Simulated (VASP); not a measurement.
# Ho3PRu (Pm-3m) in VASP: a series of runs

The runs below take Ho3PRu through relaxation of cell and atoms, single point, with PBE.

Program: VASP 6.6.1. These are calculated values, not measurements. Logs are shortened: lines on timing, memory, paths and dates and some standing lists are left out, and cuts for length are marked.

## 1. The cell of the first run

It takes space group Pm-3m (No. 221, cubic). The conventional cell has a = 4.800 Å, b = 4.800 Å, c = 4.800 Å, α = 90.00°, β = 90.00°, γ = 90.00°. Within 3.2 Å of Ho (site symmetry 4/mmm) lie 2 Ru at 2.40 Å. P (site symmetry m-3m) has 12 Ho at 3.39 Å and 8 Ru at 4.16 Å within 4.5 Å. Ru (site symmetry m-3m) has 6 Ho at 2.40 Å within 3.2 Å.

The cell was built from a structure type or drawn by symmetry, and may not be a known phase.

## 2. Relaxation of cell and atoms, PBE

INCAR reads:

```
SYSTEM = Ho3PRu
PREC     = Accurate       ! precision mode
ENCUT    = 500            ! plane-wave cutoff, eV
EDIFF    = 1E-7           ! SCF threshold, eV
ISMEAR   = 0              ! smearing method
SIGMA    = 0.1            ! smearing width, eV
LREAL    = .False.        ! projectors in reciprocal space
LASPH    = .True.         ! aspherical terms in the spheres
NELM     = 200            ! most SCF steps
ALGO     = Normal         ! electronic algorithm
ISIF     = 3              ! what is computed and relaxed
LWAVE    = .False.        ! write WAVECAR
LCHARG   = .False.        ! write CHGCAR
GGA      = PE             ! functional
IBRION   = 2              ! ionic algorithm
NSW      = 90             ! ionic steps
EDIFFG   = -0.04          ! ionic threshold
GGA_COMPAT= .False.      
NELMIN   = 4            
LMAXMIX  = 6              ! l up to which the mixer works
```

KPOINTS reads:

```
Automatic mesh
0
Gamma
  4 4 4
  0 0 0
```

POSCAR reads:

```
Ho3PRu
1.0
    4.8002275900      0.0000000000      0.0000000000
    0.0000000000      4.8002275900      0.0000000000
    0.0000000000      0.0000000000      4.8002275900
Ho P Ru
3 1 1
Direct
    0.0000000000      0.5000000000      0.5000000000
    0.5000000000      0.0000000000      0.5000000000
    0.5000000000      0.5000000000      0.0000000000
    0.0000000000      0.0000000000      0.0000000000
    0.5000000000      0.5000000000      0.5000000000
```

Potentials or basis: VASP PAW PBE potentials, release 64 (Ho_3, P, Ru_pv), 4f in core.

The run is started by

```sh
$ cat potpaw_PBE.64/Ho_3/POTCAR potpaw_PBE.64/P/POTCAR potpaw_PBE.64/Ru_pv/POTCAR > POTCAR
$ mpirun -np 1 vasp_std > vasp.out
```

OUTCAR:

```text
SYSTEM = Ho3PRu
   PREC = Accurate
   ENCUT = 500
   EDIFF = 1E-7
   ISMEAR = 0
   LREAL = .False.
   LASPH = .True.
   NELM = 200
   ISIF = 3
   GGA = PE
   IBRION = 2
   NSW = 90
   EDIFFG = -0.04
   NELMIN = 4

 ion  position               nearest neighbor table
   1  0.000  0.500  0.500-   5 2.40   5 2.40   2 3.39   3 3.39   2 3.39   2 3.39   3 3.39   3 3.39
                             3 3.39   2 3.39
   2  0.500  0.000  0.500-   5 2.40   5 2.40   1 3.39   3 3.39   1 3.39   3 3.39   3 3.39   3 3.39
                             1 3.39   1 3.39
   3  0.500  0.500  0.000-   5 2.40   5 2.40   1 3.39   1 3.39   2 3.39   2 3.39   2 3.39   2 3.39
                             1 3.39   1 3.39
   4  0.000  0.000  0.000-
   5  0.500  0.500  0.500-   1 2.40   2 2.40   3 2.40   3 2.40   2 2.40   1 2.40

  LATTYP: Found a simple cubic cell.
 ALAT       =     4.8002275900

  Lattice vectors:

 A1 = (   4.8002275900,   0.0000000000,   0.0000000000)
 A2 = (   0.0000000000,   4.8002275900,   0.0000000000)
 A3 = (   0.0000000000,   0.0000000000,   4.8002275900)

Analysis of symmetry for initial positions (statically):
=====================================================================
 Subroutine PRICEL returns:
 Original cell was already a primitive cell.

 Routine SETGRP: Setting up the symmetry group for a
 simple cubic supercell.

 Subroutine GETGRP returns: Found 48 space group operations
 (whereof 48 operations were pure point group operations)
 out of a pool of 48 trial point group operations.

The static configuration has the point symmetry O_h .

Analysis of symmetry for dynamics (positions and initial velocities):
=====================================================================
 Subroutine PRICEL returns:
 Original cell was already a primitive cell.

 Routine SETGRP: Setting up the symmetry group for a
 simple cubic supercell.

 Subroutine GETGRP returns: Found 48 space group operations
 (whereof 48 operations were pure point group operations)
 out of a pool of 48 trial point group operations.

The dynamic configuration has the point symmetry O_h .

 Subroutine INISYM returns: Found 48 space group operations
 (whereof 48 operations are pure point group operations),
 and found     1 'primitive' translations

----------------------------------------------------------------------------------------

                                     Primitive cell

  volume of cell :     110.6077

  direct lattice vectors                    reciprocal lattice vectors
     4.800227590  0.000000000  0.000000000     0.208323456  0.000000000  0.000000000
     0.000000000  4.800227590  0.000000000     0.000000000  0.208323456  0.000000000
     0.000000000  0.000000000  4.800227590     0.000000000  0.000000000  0.208323456

  length of vectors
     4.800227590  4.800227590  4.800227590     0.208323456  0.208323456  0.208323456

  position of ions in fractional coordinates (direct lattice)
     0.000000000  0.500000000  0.500000000
     0.500000000  0.000000000  0.500000000
     0.500000000  0.500000000  0.000000000
     0.000000000  0.000000000  0.000000000
     0.500000000  0.500000000  0.500000000

  ion indices of the primitive-cell ions
   primitive index   ion index
                 1           1
                 2           2
                 3           3
                 4           4
                 5           5

----------------------------------------------------------------------------------------

 KPOINTS: Automatic mesh

Automatic generation of k-mesh.
 Grid dimensions read from file:
 generate k-points for:    4    4    4

 Generating k-lattice:

  Cartesian coordinates                     Fractional coordinates (reciprocal lattice)
     0.052080864  0.000000000  0.000000000     0.250000000  0.000000000  0.000000000
     0.000000000  0.052080864  0.000000000     0.000000000  0.250000000  0.000000000
     0.000000000  0.000000000  0.052080864     0.000000000  0.000000000  0.250000000

  Length of vectors
     0.052080864  0.052080864  0.052080864

  Shift w.r.t. Gamma in fractional coordinates (k-lattice)
     0.000000000  0.000000000  0.000000000

 Subroutine IBZKPT returns following result:
 ===========================================

 Found     10 irreducible k-points:

 Following reciprocal coordinates:
            Coordinates               Weight
  0.000000  0.000000  0.000000      1.000000
  0.250000  0.000000  0.000000      6.000000
  0.500000  0.000000  0.000000      3.000000
  0.250000  0.250000  0.000000     12.000000
  0.500000  0.250000  0.000000     12.000000
  0.500000  0.500000  0.000000      3.000000
  0.250000  0.250000  0.250000      8.000000
  0.500000  0.250000  0.250000     12.000000
  0.500000  0.500000  0.250000      6.000000
  0.500000  0.500000  0.500000      1.000000
   k-points           NKPTS =     10   k-points in BZ     NKDIM =     10   number of bands    NBANDS=     27
   number of dos      NEDOS =    301   number of ions     NIONS =      5
   total plane-waves  NPLWV =  46656
   dimension x,y,z NGX =    36 NGY =   36 NGZ =   36
   dimension x,y,z NGXF=    72 NGYF=   72 NGZF=   72
   ions per type =               3   1   1
   NGX,Y,Z   is equivalent  to a cutoff of  12.47, 12.47, 12.47 a.u.
   NGXF,Y,Z  is equivalent  to a cutoff of  24.94, 24.94, 24.94 a.u.
 SYSTEM =  Ho3PRu
   PREC   = accura    normal or accurate (medium, high low for compatibility)
   ISTART =      0    job   : 0-new  1-cont  2-samecut
   ICHARG =      2    charge: 1-file 2-atom 10-const
   ISPIN  =      1    spin polarized calculation?
   LNONCOLLINEAR =      F non collinear calculations
   LSORBIT =      F    spin-orbit coupling
   LASPH  =      T    aspherical Exc in radial PAW
   ENCUT  =  500.0 eV  36.75 Ry    6.06 a.u.   8.75  8.75  8.75*2*pi/ulx,y,z
   NELM   =    200;   NELMIN=  4; NELMDL= -5     # of ELM steps
   EDIFF  = 0.1E-06   stopping-criterion for ELM
   LREAL  =      F    real-space projection
   EDIFFG = -.4E-01   stopping-criterion for IOM
   NSW    =     90    number of steps for IOM
   IBRION =      2    ionic relax: 0-MD 1-quasi-New 2-CG
   NFREE  =      1    steps in history (QN), initial steepest desc. (CG)
   ISIF   =      3    stress and relaxation
   ISYM   =      2    0-nonsym 1-usesym 2-fastsym
   POTIM  = 0.5000    time-step for ionic-motion
   TEBEG  =    0.0;   TEEND  =   0.0 temperature during run
   PSTRESS=    0.0 pullay stress
   NELECT =      46.0000    total number of electrons
   NUPDOWN=      -1.0000    fix difference up-down
   EMIN   =  10.00;   EMAX   =-10.00  energy-range for DOS
   EFERMI =   0.00;   METHOD = LEGACY
   ISMEAR =     0;   SIGMA  =   0.10  broadening in eV -4-tet -1-fermi 0-gaus
   EFERMI_NEDOS =   21; number of points for ismear=-14 and -15
   IALGO  =     38    algorithm
   IMIX   =      4    mixing-type and parameters
     AMIX     =   0.40;   BMIX     =  1.00
     AMIX_MAG =   1.60;   BMIX_MAG =  1.00
  volume/ion in A,a.u.               =      22.12       149.28
  Fermi-wavevector in a.u.,A,eV,Ry     =   1.221984  2.309215 20.316839  1.493246
  Thomas-Fermi vector in A             =   2.357147
   LORBIT       =      0    0 simple, 1 ext, 2 COOP (PROOUT), +10 PAW based schemes
   GGA     = PE    functional components
   LHFCALC =     F    Hartree Fock is set to
   AEXX    =    0.0000 exact exchange contribution
   IVDW    =     0    specifies the selected vdW correction
   LEPSILON=     F    determine dielectric tensor
   LRPA    =     F    only Hartree local field effects (RPA)
 conjugate gradient relaxation of ions
 non-spin polarized calculation
 Gauss-broadening in eV      SIGMA  =   0.10
  energy-cutoff  :      500.00
  volume of cell :      110.61
 maximum number of plane-waves:      2832
 NGX is ok and might be reduce to    36
   NGX = 17   NGY = 17   NGZ = 17

--------------------------------------- Ionic step        1  -------------------------------------------

 number of electron      45.9999995 magnetization

 Free energy of the ion-electron system (eV)
  ---------------------------------------------------
  ext. energy  EPLUGINS =         0.00000000
  ---------------------------------------------------
  free energy    TOTEN  =       -26.78295738 eV

  energy without entropy =      -26.74711248  energy(sigma->0) =      -26.76503493

 E-fermi :   5.4908     XC(G=0): -10.7828

 val. band max:        5.4560082906   @ k =   0.5000   0.0000   0.0000
 cond. band min:       5.5093273613   @ k =   0.5000   0.0000   0.0000
 fundamental gap:      0.0533190708
 Fermi energy:         5.4907776436

 k-point     1 :       0.0000    0.0000    0.0000
  band No.  band energies     occupation
      1     -37.1051      2.00000
      2     -37.1051      2.00000
      3     -37.1051      2.00000
      4     -18.6543      2.00000
      5     -18.6543      2.00000
      6     -18.6543      2.00000
[... 19 lines left out ...]
     26       7.7493      0.00000
     27       7.7493      0.00000
[... 368 lines left out ...]
 POSITION                                       TOTAL-FORCE (eV/Angst)
 -----------------------------------------------------------------------------------
      0.00000      2.60020      2.60020         0.000000      0.000000      0.000000
      2.60020      0.00000      2.60020        -0.000000     -0.000000      0.000000
      2.60020      2.60020     -0.00000        -0.000000     -0.000000      0.000000
      0.00000      0.00000      0.00000        -0.000000     -0.000000      0.000000
      2.60020      2.60020      2.60020         0.000000      0.000000      0.000000
 -----------------------------------------------------------------------------------
    total drift:                                0.000000      0.000000      0.000000

  FREE ENERGIE OF THE ION-ELECTRON SYSTEM (eV)
  ---------------------------------------------------
  free  energy   TOTEN  =       -28.5070969046 eV

  energy  without entropy=      -28.4759551292  energy(sigma->0) =      -28.49152602

--------------------------------------- Ionic step        4  -------------------------------------------

 number of electron      46.0000027 magnetization

 Free energy of the ion-electron system (eV)
  ---------------------------------------------------
  ext. energy  EPLUGINS =         0.00000000
  ---------------------------------------------------
  free energy    TOTEN  =       -28.50827352 eV

  energy without entropy =      -28.47726485  energy(sigma->0) =      -28.49276919

 E-fermi :   3.7467     XC(G=0):  -9.7331

 val. band max:        3.7452960029   @ k =   0.5000   0.5000   0.0000
 cond. band min:       3.7525098738   @ k =   0.5000   0.2500   0.0000
 fundamental gap:      0.0072138709
 Fermi energy:         3.7466897503

 k-point     1 :       0.0000    0.0000    0.0000
  band No.  band energies     occupation
      1     -38.1327      2.00000
      2     -38.1327      2.00000
      3     -38.1327      2.00000
      4     -20.6420      2.00000
      5     -20.6420      2.00000
      6     -20.6420      2.00000
[... 19 lines left out ...]
     26       5.9290      0.00000
     27       5.9290      0.00000
[... 281 lines left out ...]
 VOLUME and BASIS-vectors are now :
 -----------------------------------------------------------------------------
  energy-cutoff  :      500.00
  volume of cell :      139.89
      direct lattice vectors                 reciprocal lattice vectors
     5.191188704  0.000000000 -0.000000000     0.192634107 -0.000000000 -0.000000000
     0.000000000  5.191188704 -0.000000000    -0.000000000  0.192634107 -0.000000000
     0.000000000  0.000000000  5.191188704     0.000000000  0.000000000  0.192634107

 POSITION                                       TOTAL-FORCE (eV/Angst)
 -----------------------------------------------------------------------------------
      0.00000      2.59559      2.59559         0.000000      0.000000      0.000000
      2.59559      0.00000      2.59559        -0.000000     -0.000000      0.000000
      2.59559      2.59559     -0.00000        -0.000000     -0.000000      0.000000
      0.00000      0.00000      0.00000        -0.000000     -0.000000      0.000000
      2.59559      2.59559      2.59559         0.000000      0.000000      0.000000
 -----------------------------------------------------------------------------------
    total drift:                                0.000000      0.000000      0.000000

  FREE ENERGIE OF THE ION-ELECTRON SYSTEM (eV)
  ---------------------------------------------------
  free  energy   TOTEN  =       -28.5082735243 eV

  energy  without entropy=      -28.4772648541  energy(sigma->0) =      -28.49276919

 reached required accuracy - stopping structural energy minimisation
```

Run time: 63 s. Hardware: 1 thread of Intel Xeon 6975P-C (Granite Rapids), shared host; peak memory 0.22 GiB.

Results:

```yaml
Free_energy: -28.5083 eV
Relaxed_volume: 27.98 Å³/atom
Relaxed_cell: a = 5.191 Å, b = 5.191 Å, c = 5.191 Å, α = 90.00°, β = 90.00°, γ = 90.00°
Space_group_after_relaxing_to_0.1_Å: Pm-3m (No. 221)
Energy_gained_by_relaxing: 345.1 meV/atom
Ionic_steps: 4
Pressure_after_relaxing: -0.1 GPa
Band_gap_on_the_k_mesh: zero (bands 23 and 24 overlap by 1.46 eV)
```

Step by step:
```
step  energy change (eV)  largest force (eV/Å)  pressure (GPa)  volume (Å³)
   1              0.0000                0.0000           22.27       110.61
   2             -0.9633                0.0000           -7.70       167.51
   3             -1.7241                0.0000           -0.41       140.64
   4             -1.7253                0.0000           -0.09       139.89
```

Final structure:
```
Ho P Ru
1.0
     5.19119    0.00000    0.00000
     0.00000    5.19119    0.00000
     0.00000    0.00000    5.19119
Ho P Ru
3 1 1
Cartesian
  0.0000 2.5956 2.5956
  2.5956 0.0000 2.5956
  2.5956 2.5956 0.0000
  0.0000 0.0000 0.0000
  2.5956 2.5956 2.5956
```

Caveat: the electronic state changed during the relaxation; the volume moved by over 15 % at a fixed basis, so the end points are rough; spin-orbit coupling is left out, which moves the levels of the heavy elements; the 4f electrons are frozen in the core, so they carry no moment and show no levels.

[end of part 1 of 2]
